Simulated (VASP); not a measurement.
# Os (P6/mmm) in VASP: a series of runs, part 2 of 2

VASP 6.6.1. Earlier steps stand in the parts before.

### 5 Relaxation of cell and atoms, PBE, target pressure 330 GPa, at which the enthalpy is minimised

This run uses another cell than the first one, of 9.97 Å³/atom.

The input, INCAR:

```
SYSTEM = Os
PREC = Accurate ; ENCUT = 600
EDIFF = 1E-7 ; ISMEAR = -1
SIGMA = 0.1 ; LREAL = .False.
LASPH = .True. ; NELM = 80
ALGO = Normal ; ISIF = 3
LWAVE = .False. ; LCHARG = .False.
GGA = PE ; IBRION = 2
NSW = 60 ; EDIFFG = -0.005
PSTRESS = 3300.0
```

The input, KPOINTS:

```
Automatic mesh
0
Gamma
  10 10 13
  0 0 0
```

The input, POSCAR:

```
Os
1.0
    3.8185038133      0.0000000000      0.0000000000
   -1.9092519066      3.3069213067      0.0000000000
    0.0000000000      0.0000000000      2.3674723642
Os
3
Direct
    0.0000000000      0.0000000000      0.0000000000
    0.3333333333      0.6666666667      0.5000000000
    0.6666666667      0.3333333333      0.5000000000
```

Potentials or basis: VASP PAW PBE potentials, release 64 (Os).

Run with:

```sh
> cat potpaw_PBE.64/Os/POTCAR > POTCAR
> mpirun -np 1 vasp_std > vasp.out
```

OUTCAR:

```text
SYSTEM = Os
   PREC = Accurate
   ENCUT = 600
   EDIFF = 1E-7
   ISMEAR = -1
   LREAL = .False.
   LASPH = .True.
   NELM = 80
   ISIF = 3
   GGA = PE
   IBRION = 2
   NSW = 60
   EDIFFG = -0.005
   PSTRESS = 3300.0

 ion  position               nearest neighbor table
   1  0.000  0.000  0.000-   2 2.50   3 2.50   2 2.50   3 2.50   2 2.50   2 2.50   3 2.50   3 2.50
                             3 2.50   3 2.50   2 2.50   2 2.50
   2  0.333  0.667  0.500-   3 2.20   3 2.20   3 2.20   1 2.50   1 2.50   1 2.50   1 2.50   1 2.50
                             1 2.50   3 3.24   3 3.24   3 3.24   3 3.24   3 3.24   3 3.24
   3  0.667  0.333  0.500-   2 2.20   2 2.20   2 2.20   1 2.50   1 2.50   1 2.50   1 2.50   1 2.50
                             1 2.50   2 3.24   2 3.24   2 3.24   2 3.24   2 3.24   2 3.24

  LATTYP: Found a hexagonal cell.
 ALAT       =     3.8185038133
 C/A-ratio  =     0.6200000000

  Lattice vectors:

 A1 = (   3.8185038133,   0.0000000000,   0.0000000000)
 A2 = (  -1.9092519066,   3.3069213067,   0.0000000000)
 A3 = (   0.0000000000,   0.0000000000,   2.3674723642)

Analysis of symmetry for initial positions (statically):
=====================================================================
 Subroutine PRICEL returns:
 Original cell was already a primitive cell.

 Routine SETGRP: Setting up the symmetry group for a
 hexagonal supercell.

 Subroutine GETGRP returns: Found 24 space group operations
 (whereof 24 operations were pure point group operations)
 out of a pool of 24 trial point group operations.

The static configuration has the point symmetry D_6h.

Analysis of symmetry for dynamics (positions and initial velocities):
=====================================================================
 Subroutine PRICEL returns:
 Original cell was already a primitive cell.

 Routine SETGRP: Setting up the symmetry group for a
 hexagonal supercell.

 Subroutine GETGRP returns: Found 24 space group operations
 (whereof 24 operations were pure point group operations)
 out of a pool of 24 trial point group operations.

The dynamic configuration has the point symmetry D_6h.

 Subroutine INISYM returns: Found 24 space group operations
 (whereof 24 operations are pure point group operations),
 and found     1 'primitive' translations

----------------------------------------------------------------------------------------

                                     Primitive cell

  volume of cell :      29.8952

  direct lattice vectors                    reciprocal lattice vectors
     3.818503813  0.000000000  0.000000000     0.261882677  0.151198034  0.000000000
    -1.909251907  3.306921307  0.000000000     0.000000000  0.302396068  0.000000000
     0.000000000  0.000000000  2.367472364     0.000000000  0.000000000  0.422391414

  length of vectors
     3.818503813  3.818503813  2.367472364     0.302396068  0.302396068  0.422391414

  position of ions in fractional coordinates (direct lattice)
     0.000000000  0.000000000  0.000000000
     0.333333333  0.666666667  0.500000000
     0.666666667  0.333333333  0.500000000

[... 65 lines left out ...]
   NGX,Y,Z   is equivalent  to a cutoff of  13.93, 13.93, 14.04 a.u.
   NGXF,Y,Z  is equivalent  to a cutoff of  27.86, 27.86, 28.09 a.u.
 SYSTEM =  Os
   PREC   = accura    normal or accurate (medium, high low for compatibility)
   ISTART =      0    job   : 0-new  1-cont  2-samecut
   ICHARG =      2    charge: 1-file 2-atom 10-const
   ISPIN  =      1    spin polarized calculation?
   LNONCOLLINEAR =      F non collinear calculations
   LSORBIT =      F    spin-orbit coupling
   LASPH  =      T    aspherical Exc in radial PAW
   ENCUT  =  600.0 eV  44.10 Ry    6.64 a.u.   7.63  7.63  4.73*2*pi/ulx,y,z
   NELM   =     80;   NELMIN=  2; NELMDL= -5     # of ELM steps
   EDIFF  = 0.1E-06   stopping-criterion for ELM
   LREAL  =      F    real-space projection
   EDIFFG = -.5E-02   stopping-criterion for IOM
   NSW    =     60    number of steps for IOM
   IBRION =      2    ionic relax: 0-MD 1-quasi-New 2-CG
   NFREE  =      1    steps in history (QN), initial steepest desc. (CG)
   ISIF   =      3    stress and relaxation
   ISYM   =      2    0-nonsym 1-usesym 2-fastsym
   POTIM  = 0.5000    time-step for ionic-motion
   TEBEG  =    0.0;   TEEND  =   0.0 temperature during run
   PSTRESS= 3300.0 pullay stress
   NELECT =      24.0000    total number of electrons
   NUPDOWN=      -1.0000    fix difference up-down
   EMIN   =  10.00;   EMAX   =-10.00  energy-range for DOS
   EFERMI =   0.00;   METHOD = LEGACY
   ISMEAR =    -1;   SIGMA  =   0.10  broadening in eV -4-tet -1-fermi 0-gaus
   EFERMI_NEDOS =   21; number of points for ismear=-14 and -15
   IALGO  =     38    algorithm
   IMIX   =      4    mixing-type and parameters
     AMIX     =   0.40;   BMIX     =  1.00
     AMIX_MAG =   1.60;   BMIX_MAG =  1.00
  volume/ion in A,a.u.               =       9.97        67.25
  Fermi-wavevector in a.u.,A,eV,Ry     =   1.521521  2.875257 31.497837  2.315026
  Thomas-Fermi vector in A             =   2.630225
   LORBIT       =      0    0 simple, 1 ext, 2 COOP (PROOUT), +10 PAW based schemes
   GGA     = PE    functional components
   LHFCALC =     F    Hartree Fock is set to
   AEXX    =    0.0000 exact exchange contribution
   IVDW    =     0    specifies the selected vdW correction
   LEPSILON=     F    determine dielectric tensor
   LRPA    =     F    only Hartree local field effects (RPA)
 conjugate gradient relaxation of ions
 non-spin polarized calculation
  energy-cutoff  :      600.00
  volume of cell :       29.90
 maximum number of plane-waves:      1048
 NGX is ok and might be reduce to    32
   NGX = 15   NGY = 15   NGZ =  9

--------------------------------------- Ionic step        1  -------------------------------------------

 number of electron      24.0000002 magnetization

 Free energy of the ion-electron system (eV)
  ---------------------------------------------------
  ext. energy  EPLUGINS =         0.00000000
  ---------------------------------------------------
  free energy    TOTEN  =       -21.61103067 eV

  energy without entropy =      -21.56985624  energy(sigma->0) =      -21.59044345

------------------------ aborting loop because EDIFF is reached ----------------------------------------

  FORCE on cell =-STRESS in cart. coord.  units (eV):
  Direction    XX          YY          ZZ          XY          YZ          ZX
  --------------------------------------------------------------------------------------
  -------------------------------------------------------------------------------------
  Total       68.4564701     68.4564701     66.0827313      0.0000000      0.0000000     -0.0000000
  in kB     3668.7918824   3668.7918822   3541.5759506      0.0000001      0.0000000     -0.0000000
  external PRESSURE =     326.3865717 kB  Pullay stress =    3300.0000000 kB
[... 100 lines left out ...]
  energy  without entropy=      -23.0495783783  energy(sigma->0) =      -23.07073401

  enthalpy is  TOTEN    =        39.9052986525 eV   P V=       62.9971882924

[... ionic steps 4 to 7 ...]

--------------------------------------- Ionic step        8  -------------------------------------------

 number of electron      24.0000001 magnetization

------------------------ aborting loop because EDIFF is reached ----------------------------------------
[... 73 lines left out ...]
--------------------------------------- Ionic step       10  -------------------------------------------

 number of electron      24.0000001 magnetization

 Free energy of the ion-electron system (eV)
  ---------------------------------------------------
  ext. energy  EPLUGINS =         0.00000000
  ---------------------------------------------------
  free energy    TOTEN  =       -22.85397933 eV

  energy without entropy =      -22.81094343  energy(sigma->0) =      -22.83246138

 E-fermi :  15.4832     XC(G=0): -15.9421

 val. band max:       15.4692759609   @ k =   0.5000  -0.0000   0.3846
 cond. band min:      15.4913797010   @ k =   0.5000  -0.0000   0.3077
 fundamental gap:      0.0221037401
 Fermi energy:        15.4831906649

 k-point     1 :       0.0000    0.0000    0.0000
  band No.  band energies     occupation
      1       1.2036      2.00000
      2       4.0856      2.00000
      3       8.5160      2.00000
      4       9.2914      2.00000
      5       9.2914      2.00000
      6       9.3034      2.00000
[... 433 lines left out ...]
      3       5.7080      2.00000
      4       7.1714      2.00000
      5       7.5478      2.00000
      6       8.1775      2.00000
[... 8 lines left out ...]
     15      17.6593      0.00000
     16      18.6446      0.00000

 [... further k-points ...]

------------------------ aborting loop because EDIFF is reached ----------------------------------------

  FORCE on cell =-STRESS in cart. coord.  units (eV):
  Direction    XX          YY          ZZ          XY          YZ          ZX
  --------------------------------------------------------------------------------------
  -------------------------------------------------------------------------------------
  Total       62.7577423     62.7577423     62.7687005      0.0000000      0.0000000      0.0000000
  in kB     3300.0790320   3300.0790318   3300.6552621      0.0000001      0.0000000      0.0000000
  external PRESSURE =       0.2711087 kB  Pullay stress =    3300.0000000 kB
[... 22 lines left out ...]
  energy  without entropy=      -22.8109434256  energy(sigma->0) =      -22.83246138

  enthalpy is  TOTEN    =        39.9022600042 eV   P V=       62.7562393359

 reached required accuracy - stopping structural energy minimisation
```

CONTCAR:

```text
Os
   1.00000000000000
     3.8499607254866812    0.0000000000216719   -0.0000000000000000
    -1.9249803626741604    3.3341637917176947   -0.0000000000000000
    -0.0000000000000000   -0.0000000000000000    2.3736152474935621
  Os
     3
Direct
     0.0000000000000000    1.0000000000000000    0.0000000000000000
     0.3333333332999970    0.6666666667000030    0.5000000000000000
     0.6666666667000030    0.3333333332999970    0.5000000000000000

  0.00000000E+00  0.00000000E+00  0.00000000E+00
  0.00000000E+00  0.00000000E+00  0.00000000E+00
  0.00000000E+00  0.00000000E+00  0.00000000E+00
```

Run time: 1.9 min. Hardware: 1 thread of Intel Xeon 6975P-C (Granite Rapids), shared host; peak memory 0.2 GiB.

What came out:

```yaml
Free_energy: -22.8540 eV
Relaxed_volume: 10.16 Å³/atom
Relaxed_cell: a = 3.850 Å, b = 3.850 Å, c = 2.374 Å, α = 90.00°, β = 90.00°, γ = 120.00°
Space_group_after_relaxing_to_0.1_Å: P6/mmm (No. 191)
Energy_change_on_relaxing_the_run_minimises_the_enthalpy: -414.3 meV/atom
Ionic_steps: 10
Pressure_after_relaxing: 330.0 GPa
Band_gap_on_the_k_mesh: zero (bands 12 and 13 overlap by 4.34 eV)
```

Step by step:
```csv
step,energy change (eV),largest force (eV/Å),pressure (GPa),volume (Å³)
1,0.0000,0.0000,362.64,29.90
2,-10.3484,0.0000,51.82,39.55
3,-1.4809,0.0000,323.89,30.59
4,-1.2717,0.0000,329.41,30.48
5,-1.2473,0.0000,330.05,30.47
6,-1.1069,0.0000,332.75,30.41
7,-1.2229,0.0000,330.56,30.46
8,-1.2223,0.0000,330.57,30.46
9,-1.4429,0.0000,324.76,30.57
10,-1.2429,0.0000,330.03,30.47
```

Final structure:
```
Os
1.0
     3.84996    0.00000    0.00000
    -1.92498    3.33416    0.00000
     0.00000    0.00000    2.37362
Os
3
Direct
  0.00000 0.00000 0.00000
  0.33333 0.66667 0.50000
  0.66667 0.33333 0.50000
```

Caveat: the cell is relaxed towards a set pressure, so the run minimises the enthalpy, not the energy; spin-orbit coupling is left out, which moves the levels of the heavy elements.

### 6 Relaxation of cell and atoms, PBE, target pressure 330 GPa, at which the enthalpy is minimised

The input, INCAR:

```
SYSTEM = Os
  PREC = Accurate
  ENCUT = 600
  EDIFF = 1E-6
  ISMEAR = -1
  SIGMA = 0.1
  LREAL = .FALSE.
  LASPH = .TRUE.
  NELM = 60
  ALGO = Normal
  ISIF = 3
  LWAVE = .FALSE.
  LCHARG = .FALSE.
  GGA = PE
  IBRION = 2
  NSW = 32
  EDIFFG = -0.005
  PSTRESS = 3300.0
```

The input, KPOINTS:

```
regular mesh
0
G
  10 10 13
  0 0 0
```

The input, POSCAR:

```
Os
1.0
    3.8418073429      0.0000000000      0.0000000000
   -1.9209036714      3.3271027554      0.0000000000
    0.0000000000      0.0000000000      2.3649604344
Os
3
Direct
    0.0000000000      0.0000000000      0.0000000000
    0.3333333333      0.6666666667      0.5000000000
    0.6666666667      0.3333333333      0.5000000000
```

Potentials or basis: VASP PAW PBE potentials, release 64 (Os).

Run with:

```sh
> cat potpaw_PBE.64/Os/POTCAR > POTCAR
> mpirun -np 1 vasp_std > vasp.out
```

Run time: 64 s. Hardware: 1 thread of Intel Xeon 6975P-C (Granite Rapids), shared host; peak memory 0.2 GiB.

Results (log left out):

```
Free energy                                                : -22.8554 eV
Relaxed volume                                             : 10.16 Å³/atom
Relaxed cell                                               : a = 3.850 Å, b = 3.850 Å, c = 2.374 Å, α = 90.00°, β = 90.00°, γ = 120.00°
Space group after relaxing (to 0.1 Å)                      : P6/mmm (No. 191)
Energy change on relaxing (the run minimises the enthalpy) : -168.2 meV/atom
Ionic steps                                                : 6
Pressure after relaxing                                    : 330.0 GPa
Band gap on the k mesh                                     : zero (bands 12 and 13 overlap by 4.34 eV)
```

The path:
```csv
step,energy change (eV),largest force (eV/Å),pressure (GPa),volume (Å³)
1,0.0000,0.0000,343.12,30.23
2,-5.9683,0.0000,180.63,33.98
3,-0.5386,0.0000,329.05,30.49
4,-0.5058,0.0000,329.92,30.47
5,-0.4974,0.0000,330.35,30.47
6,-0.5047,0.0000,330.00,30.47
```

Final structure:
```
CELL_PARAMETERS angstrom
3.84994 0.00000 0.00000
-1.92497 3.33415 0.00000
0.00000 0.00000 2.37369
ATOMIC_POSITIONS crystal
Os 0.00000 0.00000 0.00000
Os 0.33333 0.66667 0.50000
Os 0.66667 0.33333 0.50000
```

Levels at points of the mesh, in eV from the Fermi level:
| k point | band 8 | band 9 | band 10 | band 11 | band 12 | band 13 | band 14 | band 15 | band 16 |
| --- | --- | --- | --- | --- | --- | --- | --- | --- | --- |
| (0.00, 0.00, 0.00) | -5.69 | -4.06 | -4.06 | -2.49 | -2.49 | -2.47 | -2.47 | 4.35 | 4.35 |
| (0.50, 0.00, 0.00) | -5.14 | -4.77 | -1.95 | -1.93 | 0.45 | 0.65 | 2.17 | 2.20 | 2.30 |

Caveat: the cell is relaxed towards a set pressure, so the run minimises the enthalpy, not the energy; spin-orbit coupling is left out, which moves the levels of the heavy elements.

### 7 Overview

```csv
task,cell,k mesh,cutoff (eV),gap on the mesh (eV),pressure (GPa)
single point,"a = 3.841, b = 3.841, c = 2.364 Å, angles 90.0, 90.0, 120.0°, 3 atoms, atomic positions A",10 × 10 × 13,520,none,344.3
relaxation of cell and atoms,"relaxed to 330 GPa from a = 2.319, b = 2.319, c = 2.180 Å, angles 90.0, 90.0, 120.0°, 1 atom, atomic positions B",19 × 19 × 17,600,none,330.0
relaxation of cell and atoms,"relaxed to 330 GPa from a = 2.337, b = 2.337, c = 2.196 Å, angles 90.0, 90.0, 120.0°, 1 atom, atomic positions B",19 × 19 × 17,600,none,330.0
relaxation of cell and atoms,"relaxed to 330 GPa from a = 3.819, b = 3.819, c = 2.367 Å, angles 90.0, 90.0, 120.0°, 3 atoms, atomic positions A",10 × 10 × 13,600,none,330.0
relaxation of cell and atoms,"relaxed to 330 GPa from a = 3.842, b = 3.842, c = 2.365 Å, angles 90.0, 90.0, 120.0°, 3 atoms, atomic positions A",10 × 10 × 13,600,none,330.0
```

Alike in all rows: level PBE; potentials or basis VASP PAW PBE potentials, release 64 (Os); no spin polarisation; smearing fermi-dirac 0.1 eV.

Caveats: spin-orbit coupling is left out, which moves the levels of the heavy elements; the cell is relaxed towards a set pressure, so the run minimises the enthalpy, not the energy (at least some runs); the cell stands under pressure (at least some runs).

Total energies depend on the potentials used, so only differences within one code and one set of settings carry meaning.

The gap in the log of VASP goes by the Fermi energy; the results here count the filled bands.